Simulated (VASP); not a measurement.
A run of VASP 6.6.1 is set up as follows.

File INCAR:

```
SYSTEM = Ga
  PREC = Accurate
  ENCUT = 520
  EDIFF = 1E-6
  ISMEAR = 0
  SIGMA = 0.1
  LREAL = .FALSE.
  LASPH = .TRUE.
  NELM = 60
  ALGO = Fast
  ISIF = 2
  LWAVE = .FALSE.
  LCHARG = .FALSE.
  NBANDS = 62
```

The input KPOINTS:

```
regular mesh
0
G
  4 4 18
  0 0 0
```

Contents of POSCAR:

```
Ga
1.0
    8.8597240843      0.0000016592     -0.0015195674
    0.0000016592      8.8597030885      0.0193479162
    3.2784782506      2.2190459876      1.8964196188
Ga
8
Direct
    0.5811407276      0.1177479114      0.5251240885
    0.5811407276      0.6177479114      0.5251240885
    0.0859381443      0.9665142021      0.1368792126
    0.0859381443      0.4665142021      0.1368792126
    0.4188592724      0.8822520886      0.4748759115
    0.4188592724      0.3822520886      0.4748759115
    0.9140618557      0.0334857979      0.8631207874
    0.9140618557      0.5334857979      0.8631207874
```

Potentials or basis: VASP PAW LDA potentials, release 64 (Ga_d).

Launch:

```sh
$ cat potpaw_LDA.64/Ga_d/POTCAR > POTCAR
$ mpirun -np 1 vasp_std > vasp.out
```

What does it give for the band gap on the k mesh?

Zero (bands 52 and 53 overlap by 1.41 eV).

Predict the largest force.

0.004 eV/Å.

Stress tensor (GPa, compression positive):
```
-1.86 -0.01  0.05
-0.01 -0.12 -0.02
 0.05 -0.02  0.25
```
